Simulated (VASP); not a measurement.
# GaN (F-43m) in VASP: a series of runs

GaN is run at these levels: PBE-based screened hybrid with 25 % exact exchange, PBE0, PBEsol-based global hybrid with 25 % exact exchange; tasks: single point, relaxation of cell and atoms.

Program: VASP 6.6.1. These are calculated values, not measurements. Logs are shortened: lines on timing, memory, paths and dates and some standing lists are left out, and cuts for length are marked.

### 1 The cell of the first run

It takes space group F-43m (No. 216, cubic). Conventional cell: a = 4.501 Å, b = 4.501 Å, c = 4.501 Å, α = 90.00°, β = 90.00°, γ = 90.00°. Ga (site symmetry -43m) has 4 N at 1.95 Å within 2.6 Å. Within 2.6 Å of N (site symmetry -43m) lie 4 Ga at 1.95 Å.

### 2 Single point, PBE-based screened hybrid with 25 % exact exchange

File POSCAR:

```
GaN
1.0
    0.0000000000      2.2503695412      2.2503695412
    2.2503695412      0.0000000000      2.2503695412
    2.2503695412      2.2503695412      0.0000000000
Ga N
1 1
Direct
    0.0000000000      0.0000000000      0.0000000000
    0.2500000000      0.2500000000      0.2500000000
```

File INCAR.step1:

```
  PREC = Accurate
  ENCUT = 520
  EDIFF = 1E-5
  ISMEAR = -1
  SIGMA = 0.05
  LREAL = F
  LASPH = T
  NELM = 80
  ALGO = Normal
  ISIF = 2
  LWAVE = T
  GGA = PE
  NBANDS = 16
```

File INCAR.step2:

```
  PREC = Accurate
  ENCUT = 520
  EDIFF = 1E-7
  ISMEAR = -1
  SIGMA = 0.05
  LREAL = F
  LASPH = T
  NELM = 80
  ALGO = Normal
  ISIF = 2
  LWAVE = F
  LCHARG = T
  GGA = PE
  LHFCALC = T
  AEXX = 0.25
  HFSCREEN = 0.3
  PRECFOCK = Normal
  LELF = T
  LVHAR = T
  ISTART = 1
  NBANDS = 16
```

File KPOINTS:

```
Automatic mesh
0
Gamma
  5 5 5
```

Potentials or basis: VASP PAW PBE potentials, release 64 (Ga_d, N).

Run with:

```sh
> cat potpaw_PBE.64/Ga_d/POTCAR potpaw_PBE.64/N/POTCAR > POTCAR
> cp INCAR.step1 INCAR
> mpirun -np 1 vasp_std > vasp.out
> cp INCAR.step2 INCAR
> mpirun -np 1 vasp_std > vasp.out
```

OUTCAR:

```text
PREC = Accurate
   ENCUT = 520
   EDIFF = 1E-7
   ISMEAR = -1
   LREAL = F
   LASPH = T
   NELM = 80
   ISIF = 2
   GGA = PE
   LHFCALC = T
   AEXX = 0.25
   HFSCREEN = 0.3
   PRECFOCK = Normal
   ISTART = 1

 ion  position               nearest neighbor table
   1  0.000  0.000  0.000-   2 1.95   2 1.95   2 1.95   2 1.95
   2  0.250  0.250  0.250-   1 1.95   1 1.95   1 1.95   1 1.95

  LATTYP: Found a face centered cubic cell.
 ALAT       =     4.5007390824

  Lattice vectors:

 A1 = (   0.0000000000,   2.2503695412,   2.2503695412)
 A2 = (   2.2503695412,   0.0000000000,   2.2503695412)
 A3 = (   2.2503695412,   2.2503695412,   0.0000000000)

Analysis of symmetry for initial positions (statically):
=====================================================================
 Subroutine PRICEL returns:
 Original cell was already a primitive cell.

 Routine SETGRP: Setting up the symmetry group for a
 face centered cubic supercell.

 Subroutine GETGRP returns: Found 24 space group operations
 (whereof 24 operations were pure point group operations)
 out of a pool of 48 trial point group operations.

The static configuration has the point symmetry T_d .

Analysis of symmetry for dynamics (positions and initial velocities):
=====================================================================
 Subroutine PRICEL returns:
 Original cell was already a primitive cell.

 Routine SETGRP: Setting up the symmetry group for a
 face centered cubic supercell.

 Subroutine GETGRP returns: Found 24 space group operations
 (whereof 24 operations were pure point group operations)
 out of a pool of 48 trial point group operations.

The dynamic configuration has the point symmetry T_d .

 Subroutine INISYM returns: Found 24 space group operations
 (whereof 24 operations are pure point group operations),
 and found     1 'primitive' translations

----------------------------------------------------------------------------------------

                                     Primitive cell

[... 73 lines left out ...]
   ENCUT  =  520.0 eV  38.22 Ry    6.18 a.u.   5.92  5.92  5.92*2*pi/ulx,y,z
   NELM   =     80;   NELMIN=  2; NELMDL=  0     # of ELM steps
   EDIFF  = 0.1E-06   stopping-criterion for ELM
   LREAL  =      F    real-space projection
   EDIFFG = 0.1E-05   stopping-criterion for IOM
   NSW    =      0    number of steps for IOM
   IBRION =     -1    ionic relax: 0-MD 1-quasi-New 2-CG
   NFREE  =      0    steps in history (QN), initial steepest desc. (CG)
   ISIF   =      2    stress and relaxation
   ISYM   =      3    0-nonsym 1-usesym 2-fastsym
   POTIM  = 0.5000    time-step for ionic-motion
   TEBEG  =    0.0;   TEEND  =   0.0 temperature during run
   PSTRESS=    0.0 pullay stress
   NELECT =      18.0000    total number of electrons
   NUPDOWN=      -1.0000    fix difference up-down
   EMIN   =  10.00;   EMAX   =-10.00  energy-range for DOS
   EFERMI =   0.00;   METHOD = LEGACY
   ISMEAR =    -1;   SIGMA  =   0.05  broadening in eV -4-tet -1-fermi 0-gaus
   EFERMI_NEDOS =   21; number of points for ismear=-14 and -15
   IALGO  =     38    algorithm
   IMIX   =      1    mixing-type and parameters
     AMIX     =   0.40;   BMIX     =  1.00
     AMIX_MAG =   1.60;   BMIX_MAG =  1.00
  volume/ion in A,a.u.               =      11.40        76.91
  Fermi-wavevector in a.u.,A,eV,Ry     =   1.513219  2.859570 31.155058  2.289832
  Thomas-Fermi vector in A             =   2.623039
   LORBIT       =      0    0 simple, 1 ext, 2 COOP (PROOUT), +10 PAW based schemes
   GGA     = PE    functional components
   LHFCALC =     T    Hartree Fock is set to
   PRECFOCK=normal    Normal, Fast or Accurate (Low or Medium for compatibility)
   ENCUT4O =  -1.0   cutoff for four orbital integrals eV
   NKREDX  =     1    reduce k-point grid by
   NKREDY  =     1    reduce k-point grid by
   NKREDZ  =     1    reduce k-point grid by
   AEXX    =    0.2500 exact exchange contribution
   HFSCREEN=    0.3000 screening length (either q_TF or 0.3 A-1)
   HFSCREENC=   0.3000 screening length for correlation (either q_TF or 0.3 A-1)
   ENCUTFOCK=  -1.0 apply spherical cutoff to Coloumb kernel
   IVDW    =     0    specifies the selected vdW correction
   LEPSILON=     F    determine dielectric tensor
   LRPA    =     F    only Hartree local field effects (RPA)
 non-spin polarized calculation
  energy-cutoff  :      520.00
  volume of cell :       22.79
 maximum number of plane-waves:       622
  NGX = 18; NGY = 18; NGZ = 18

 number of electron      18.0000007 magnetization

 Free energy of the ion-electron system (eV)
  ---------------------------------------------------
  ext. energy  EPLUGINS =         0.00000000
  ---------------------------------------------------
  free energy    TOTEN  =       -14.36822635 eV

  energy without entropy =      -14.36822635  energy(sigma->0) =      -14.36822635

 E-fermi :   5.6938     XC(G=0):  -9.7244

 val. band max:        4.6395803545   @ k =   0.0000   0.0000   0.0000
 cond. band min:       7.4402817944   @ k =   0.0000   0.0000   0.0000
 fundamental gap:      2.8007014399
 Fermi energy:         5.6937754581

 k-point     1 :       0.0000    0.0000    0.0000
  band No.  band energies     occupation
      1     -12.7619      2.00000
      2     -10.8810      2.00000
      3     -10.8810      2.00000
      4     -10.8810      2.00000
      5     -10.5618      2.00000
      6     -10.5618      2.00000
[... 167 lines left out ...]
      3     -10.7058      2.00000
      4     -10.5954      2.00000
      5     -10.5363      2.00000
      6      -8.4121      2.00000
[... 8 lines left out ...]
     15      25.6056      0.00000
     16      29.6714      0.00000

------------------------ aborting loop because EDIFF is reached ----------------------------------------

  FORCE on cell =-STRESS in cart. coord.  units (eV):
  Direction    XX          YY          ZZ          XY          YZ          ZX
  --------------------------------------------------------------------------------------
  -------------------------------------------------------------------------------------
  Total       -0.0114439     -0.0114439     -0.0114439      0.0000000      0.0000000      0.0000000
  in kB       -0.8044364     -0.8044364     -0.8044364      0.0000000      0.0000000      0.0000000
  external PRESSURE =      -0.8044364 kB  Pullay stress =       0.0000000 kB

 VOLUME and BASIS-vectors are now :
 -----------------------------------------------------------------------------
  energy-cutoff  :      520.00
  volume of cell :       22.79
      direct lattice vectors                 reciprocal lattice vectors
     0.000000000  2.250369541  2.250369541    -0.222185730  0.222185730  0.222185730
     2.250369541  0.000000000  2.250369541     0.222185730 -0.222185730  0.222185730
     2.250369541  2.250369541  0.000000000     0.222185730  0.222185730 -0.222185730

 POSITION                                       TOTAL-FORCE (eV/Angst)
 -----------------------------------------------------------------------------------
      0.00000      0.00000      0.00000         0.000000     -0.000000     -0.000000
      1.12518      1.12518      1.12518        -0.000000      0.000000      0.000000
 -----------------------------------------------------------------------------------
    total drift:                                0.000001     -0.000003     -0.000000

  FREE ENERGIE OF THE ION-ELECTRON SYSTEM (eV)
  ---------------------------------------------------
  free  energy   TOTEN  =       -14.3682263549 eV

  energy  without entropy=      -14.3682263548  energy(sigma->0) =      -14.36822635
```

OUTCAR.step1:

```text
PREC = Accurate
   ENCUT = 520
   EDIFF = 1E-5
   ISMEAR = -1
   LREAL = F
[... 394 lines left out ...]
      0.00000      0.00000      0.00000         0.000000      0.000000      0.000000
      1.12518      1.12518      1.12518        -0.000000     -0.000000     -0.000000
 -----------------------------------------------------------------------------------
    total drift:                                0.000001      0.000001      0.000001

  FREE ENERGIE OF THE ION-ELECTRON SYSTEM (eV)
  ---------------------------------------------------
  free  energy   TOTEN  =       -12.1240145796 eV

  energy  without entropy=      -12.1240145783  energy(sigma->0) =      -12.12401458
```

OSZICAR.step1:

```text
N       E                     dE             d eps       ncg     rms          rms(c)
DAV:   1     0.887559146930E+02    0.88756E+02   -0.96736E+03   352   0.208E+03
DAV:   2    -0.805235883812E+01   -0.96808E+02   -0.89479E+02   376   0.341E+02
DAV:   3    -0.140760886165E+02   -0.60237E+01   -0.60032E+01   360   0.715E+01
DAV:   4    -0.141427130517E+02   -0.66624E-01   -0.66620E-01   408   0.822E+00
DAV:   5    -0.141436675499E+02   -0.95450E-03   -0.95450E-03   376   0.918E-01    0.774E+00
DAV:   6    -0.121228617946E+02    0.20208E+01   -0.49551E+00   488   0.399E+01    0.268E+00
DAV:   7    -0.121314436310E+02   -0.85818E-02   -0.31787E-01   320   0.649E+00    0.177E+00
DAV:   8    -0.121276155510E+02    0.38281E-02   -0.54804E-02   376   0.322E+00    0.755E-01
DAV:   9    -0.121237610413E+02    0.38545E-02   -0.13814E-02   472   0.272E+00    0.191E-01
DAV:  10    -0.121241066463E+02   -0.34561E-03   -0.15211E-03   384   0.561E-01    0.878E-02
DAV:  11    -0.121240089472E+02    0.97699E-04   -0.29118E-04   464   0.260E-01    0.107E-02
DAV:  12    -0.121240145796E+02   -0.56325E-05   -0.30487E-05   336   0.531E-02
   1 F= -.12124015E+02 E0= -.12124015E+02  d E =-.135490E-08
```

It took 22 min on 1 thread of AMD EPYC 7R13, shared host; peak memory 0.25 GiB.

Results:

* Free energy: -14.3682 eV
* Pressure: -0.1 GPa
* Band gap on the k mesh: 2.80 eV

Levels at points of the mesh, in eV from the valence-band top:
| k point | band 6 | band 7 | band 8 | band 9 | band 10 | band 11 | band 12 | band 13 |
| --- | --- | --- | --- | --- | --- | --- | --- | --- |
| (0.00, 0.00, 0.00) | -15.20 | 0.00 | 0.00 | 0.00 | 2.80 | 11.68 | 11.68 | 11.68 |

Caveat: the k points lie up to 0.48 Å⁻¹ apart; the PAW data sets were made with another functional, which shifts forces and pressure a little.

(Part 1 of 2 ends here.)
